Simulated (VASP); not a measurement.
# CsH3 (P-6m2) in VASP: further runs

The runs below take CsH3 through single point, relaxation of cell and atoms, with PBE.

All numbers are computed with VASP 6.6.1; they aren't measurements. Logs are shortened: lines on timing, memory, paths and dates and some standing lists are left out, and cuts for length are marked.

## 1. The cell of the first run

The structure is hexagonal, space group P-6m2 (No. 187). The conventional cell has a = 4.215 Å, b = 4.215 Å, c = 4.775 Å, α = 90.00°, β = 90.00°, γ = 120.00°. Cs (site symmetry -6m2) has 8 H at 2.39 to 2.90 Å within 3.2 Å. H (site symmetry 3m) has 1 H at 1.61 Å within 2.1 Å. H (site symmetry -6m2) has 2 Cs at 2.39 Å and 6 H at 2.56 Å within 3.2 Å.

The cell was generated, and may not be a known phase.

## 2. Single point, PBE

INCAR reads:

```
SYSTEM = CsH3
ALGO     = Normal         ! electronic algorithm
EDIFF    = 1E-7           ! SCF threshold, eV
ENCUT    = 520            ! plane-wave cutoff, eV
GGA      = PE             ! functional
ISIF     = 2              ! what is computed and relaxed
ISMEAR   = 0              ! smearing method
LASPH    = .TRUE.         ! aspherical terms in the spheres
LCHARG   = .FALSE.        ! write CHGCAR
LREAL    = .FALSE.        ! projectors in reciprocal space
LWAVE    = .FALSE.        ! write WAVECAR
NBANDS   = 14             ! bands
NELM     = 60             ! most SCF steps
PREC     = Accurate       ! precision mode
SIGMA    = 0.1            ! smearing width, eV
```

KPOINTS reads:

```
k-points
0
G
  6 6 4
  0 0 0
```

POSCAR reads:

```
CsH3
1.0
    4.2149975600      0.0000000000      0.0000000000
   -2.1074987800      3.6502949600      0.0000000000
    0.0000000000      0.0000000000      4.7745950300
Cs H
1 3
Direct
    0.3333333300      0.6666666700      0.0000000000
    0.0000000000      0.0000000000      0.6681905900
    0.0000000000      0.0000000000      0.3318094100
    0.3333333300      0.6666666700      0.5000000000
```

Potentials or basis: VASP PAW PBE potentials, release 64 (Cs_sv, H).

On the command line:

```bash
$ cat potpaw_PBE.64/Cs_sv/POTCAR potpaw_PBE.64/H/POTCAR > POTCAR
$ mpirun -np 1 vasp_std > vasp.out
```

OUTCAR:

```text
SYSTEM = CsH3
   EDIFF = 1E-7
   ENCUT = 520
   GGA = PE
   ISIF = 2
   ISMEAR = 0
   LASPH = .TRUE.
   LREAL = .FALSE.
   NELM = 60
   PREC = Accurate

 ion  position               nearest neighbor table
   1  0.333  0.667  0.000-
   2  0.000  0.000  0.668-
   3  0.000  0.000  0.332-
   4  0.333  0.667  0.500-

  LATTYP: Found a hexagonal cell.
 ALAT       =     4.2149975600
 C/A-ratio  =     1.1327634149

  Lattice vectors:

 A1 = (   4.2149975600,   0.0000000000,   0.0000000000)
 A2 = (  -2.1074987800,   3.6502949600,   0.0000000000)
 A3 = (   0.0000000000,   0.0000000000,   4.7745950300)

Analysis of symmetry for initial positions (statically):
=====================================================================
 Subroutine PRICEL returns:
 Original cell was already a primitive cell.

 Routine SETGRP: Setting up the symmetry group for a
 hexagonal supercell.

 Subroutine GETGRP returns: Found 12 space group operations
 (whereof 12 operations were pure point group operations)
 out of a pool of 24 trial point group operations.

The static configuration has the point symmetry D_3h.

Analysis of symmetry for dynamics (positions and initial velocities):
=====================================================================
 Subroutine PRICEL returns:
 Original cell was already a primitive cell.

 Routine SETGRP: Setting up the symmetry group for a
 hexagonal supercell.

 Subroutine GETGRP returns: Found 12 space group operations
 (whereof 12 operations were pure point group operations)
 out of a pool of 24 trial point group operations.

The dynamic configuration has the point symmetry D_3h.

 Subroutine INISYM returns: Found 12 space group operations
 (whereof 12 operations are pure point group operations),
 and found     1 'primitive' translations

----------------------------------------------------------------------------------------

                                     Primitive cell

  volume of cell :      73.4618

  direct lattice vectors                    reciprocal lattice vectors
     4.214997560  0.000000000  0.000000000     0.237248061  0.136975232  0.000000000
    -2.107498780  3.650294960  0.000000000     0.000000000  0.273950465  0.000000000
     0.000000000  0.000000000  4.774595030     0.000000000  0.000000000  0.209441847

  length of vectors
[... 93 lines left out ...]
   NELECT =      12.0000    total number of electrons
   NUPDOWN=      -1.0000    fix difference up-down
   EMIN   =  10.00;   EMAX   =-10.00  energy-range for DOS
   EFERMI =   0.00;   METHOD = LEGACY
   ISMEAR =     0;   SIGMA  =   0.10  broadening in eV -4-tet -1-fermi 0-gaus
   EFERMI_NEDOS =   21; number of points for ismear=-14 and -15
   IALGO  =     38    algorithm
   IMIX   =      4    mixing-type and parameters
     AMIX     =   0.40;   BMIX     =  1.00
     AMIX_MAG =   1.60;   BMIX_MAG =  1.00
  volume/ion in A,a.u.               =      18.37       123.94
  Fermi-wavevector in a.u.,A,eV,Ry     =   0.894914  1.691142 10.896512  0.800871
  Thomas-Fermi vector in A             =   2.017180
   LORBIT       =      0    0 simple, 1 ext, 2 COOP (PROOUT), +10 PAW based schemes
   GGA     = PE    functional components
   LHFCALC =     F    Hartree Fock is set to
   AEXX    =    0.0000 exact exchange contribution
   IVDW    =     0    specifies the selected vdW correction
   LEPSILON=     F    determine dielectric tensor
   LRPA    =     F    only Hartree local field effects (RPA)
 non-spin polarized calculation
 Gauss-broadening in eV      SIGMA  =   0.10
  energy-cutoff  :      520.00
  volume of cell :       73.46
 maximum number of plane-waves:      1998
 NGX is ok and might be reduce to    32
   NGX = 15   NGY = 15   NGZ = 17

 number of electron      11.9999998 magnetization

 Free energy of the ion-electron system (eV)
  ---------------------------------------------------
  ext. energy  EPLUGINS =         0.00000000
  ---------------------------------------------------
  free energy    TOTEN  =        -7.03431617 eV

  energy without entropy =       -7.01787768  energy(sigma->0) =       -7.02609692

 E-fermi :   0.2217     XC(G=0):  -7.4947

 val. band max:        0.2202504550   @ k =   0.5000  -0.0000   0.2500
 cond. band min:       0.2401628945   @ k =   0.3333   0.1667   0.5000
 fundamental gap:      0.0199124395
 Fermi energy:         0.2216537856

 k-point     1 :       0.0000    0.0000    0.0000
  band No.  band energies     occupation
      1     -21.4469      2.00000
      2      -8.2011      2.00000
      3      -7.8612      2.00000
      4      -7.8612      2.00000
      5      -4.5315      2.00000
      6      -0.6537      2.00000
      7       1.4212      0.00000
      8       3.9780      0.00000
      9       4.9365      0.00000
     10       4.9365      0.00000
     11       8.0241      0.00000
     12       8.0241      0.00000
     13       8.5778      0.00000
     14      10.7330      0.00000
[... 326 lines left out ...]
      1     -21.2861      2.00000
      2      -8.7155      2.00000
      3      -8.5846      2.00000
      4      -8.5594      2.00000
      5      -3.4809      2.00000
      6       0.4681      0.00049
      7       0.8968      0.00000
      8       2.9071      0.00000
      9       5.0651      0.00000
     10       7.6065      0.00000
     11       7.7838      0.00000
     12       8.3706      0.00000
     13       8.3981      0.00000
     14      10.7894      0.00000

------------------------ aborting loop because EDIFF is reached ----------------------------------------

  FORCE on cell =-STRESS in cart. coord.  units (eV):
  Direction    XX          YY          ZZ          XY          YZ          ZX
  --------------------------------------------------------------------------------------
  -------------------------------------------------------------------------------------
  Total        2.0249485      2.0249485     -3.1220851      0.0000000     -0.0000000     -0.0000000
  in kB       44.1634249     44.1634248    -68.0915926      0.0000000     -0.0000000     -0.0000000
  external PRESSURE =       6.7450857 kB  Pullay stress =       0.0000000 kB

 VOLUME and BASIS-vectors are now :
 -----------------------------------------------------------------------------
  energy-cutoff  :      520.00
  volume of cell :       73.46
      direct lattice vectors                 reciprocal lattice vectors
     4.214997560  0.000000000  0.000000000     0.237248061  0.136975232  0.000000000
    -2.107498780  3.650294960  0.000000000     0.000000000  0.273950465  0.000000000
     0.000000000  0.000000000  4.774595030     0.000000000  0.000000000  0.209441847

 POSITION                                       TOTAL-FORCE (eV/Angst)
 -----------------------------------------------------------------------------------
     -0.00000      2.43353      0.00000        -0.000000      0.000000     -0.000000
      0.00000      0.00000      3.19034         0.000000      0.000000     -1.983936
      0.00000      0.00000      1.58426         0.000000      0.000000      1.983936
     -0.00000      2.43353      2.38730         0.000000      0.000000     -0.000000
 -----------------------------------------------------------------------------------
    total drift:                                0.000013     -0.000008     -0.000000

  FREE ENERGIE OF THE ION-ELECTRON SYSTEM (eV)
  ---------------------------------------------------
  free  energy   TOTEN  =        -7.0343161702 eV

  energy  without entropy=       -7.0178776763  energy(sigma->0) =       -7.02609692
```

stdout:

```text
POSCAR found type information on POSCAR CsH
 POSCAR found :  2 types and       4 ions
 scaLAPACK will be used
 LDA part: xc-table for (Slater+PW92), standard interpolation
 POSCAR, INCAR and KPOINTS ok, starting setup
 FFT: planning ... GRIDC
 FFT: planning ... GRID_SOFT
 FFT: planning ... GRID
 WAVECAR not read
 entering main loop
```

Wall time 34 s (1 thread of AMD EPYC 7R43 (Zen 3), shared host); peak memory 0.15 GiB.

What came out:

```yaml
Free_energy: -7.0343 eV
Pressure: 0.7 GPa
Largest_force: 1.984 eV/Å
Band_gap_on_the_k_mesh: zero (bands 6 and 7 overlap by 0.25 eV)
```

Forces in eV/Å, atoms in the order of the input:
```
Cs   0.000  0.000  0.000
H    0.000  0.000 -1.984
H    0.000  0.000  1.984
H    0.000  0.000  0.000
```

Stress tensor (GPa, compression positive):
```
 4.42  0.00  0.00
 0.00  4.42  0.00
 0.00  0.00 -6.81
```

Levels at points of the mesh, in eV from the Fermi level:
| k point | band 4 | band 5 | band 6 | band 7 | band 8 | band 9 |
| --- | --- | --- | --- | --- | --- | --- |
| (0.00, 0.00, 0.00) | -8.08 | -4.75 | -0.88 | 1.20 | 3.76 | 4.71 |
| (0.50, 0.00, 0.00) | -8.18 | -3.50 | -1.62 | 0.23 | 2.72 | 6.74 |
| (0.00, 0.00, 0.50) | -8.06 | -3.06 | -1.12 | 1.14 | 4.86 | 5.05 |
| (0.50, 0.00, 0.50) | -8.30 | -3.66 | -0.18 | 0.64 | 4.24 | 4.32 |

Caveat: the stress differs along the axes, from -7 to 4 GPa; spin-orbit coupling is left out, which moves the levels of the heavy elements; forces of over 1 eV/Å act on the atoms, so gaps and moduli don't describe the material at rest.

## 3. Single point, PBE

This run uses another cell than the first one, of 52.64 Å³/atom.

INCAR reads:

```
SYSTEM = CsH3
ALGO = Normal ; EDIFF = 1E-7
ENCUT = 520 ; GGA = PE
ISIF = 2 ; ISMEAR = 0
LASPH = .TRUE. ; LCHARG = .TRUE.
LELF = .TRUE. ; LREAL = .FALSE.
LVHAR = .TRUE. ; LWAVE = .FALSE.
NBANDS = 14 ; NELM = 100
PREC = Accurate ; SIGMA = 0.1
```

KPOINTS is that of step 2.

POSCAR reads:

```
CsH3
1.0
    6.6112242473      0.0000000000      0.0000000000
   -3.3056121236      5.7254881483      0.0000000000
    0.0000000000      0.0000000000      5.5623116743
Cs H
1 3
Direct
    0.3333333333      0.6666666667      0.0000000000
    0.0000000000      0.0000000000      0.5672149268
    0.0000000000      0.0000000000      0.4327850732
    0.3333333333      0.6666666667      0.5000000000
```

Potentials or basis: VASP PAW PBE potentials, release 64 (Cs_sv, H).

On the command line:

```bash
$ cat potpaw_PBE.64/Cs_sv/POTCAR potpaw_PBE.64/H/POTCAR > POTCAR
$ mpirun -np 1 vasp_std > vasp.out
```

Run time: 2.5 min. Hardware: 1 thread of AMD EPYC 7R43 (Zen 3), shared host; peak memory 0.28 GiB.

The run converged. Its results:

| Quantity | Value |
| --- | --- |
| Free energy | -10.5567 eV |
| Pressure | 0.1 GPa |
| Largest force | 0.009 eV/Å |
| Band gap on the k mesh | 0.98 eV (least direct gap 0.99 eV) |

Forces on the atoms (eV/Å):
```
Cs   0.000  0.000  0.000
H    0.000  0.000  0.009
H    0.000  0.000 -0.009
H    0.000  0.000  0.000
```

Stress tensor (GPa, compression positive):
```
0.14 0.00 0.00
0.00 0.14 0.00
0.00 0.00 0.04
```

Levels at points of the mesh, in eV from the valence-band top:
```
           k point  band 4  band 5  band 6  band 7  band 8  band 9
(0.00, 0.00, 0.00)   -9.07   -7.40   -1.11    1.34    3.15    3.15
(0.50, 0.00, 0.00)   -9.07   -7.39   -1.08    1.97    2.55    3.61
(0.00, 0.00, 0.50)   -9.20   -7.38   -0.02    0.98    3.58    3.58
(0.50, 0.00, 0.50)   -9.20   -7.38    0.00    1.83    2.71    2.72
```

Caveat: spin-orbit coupling is left out, which moves the levels of the heavy elements. A k mesh can miss the band edges.

(Part 1 of 2 ends here.)
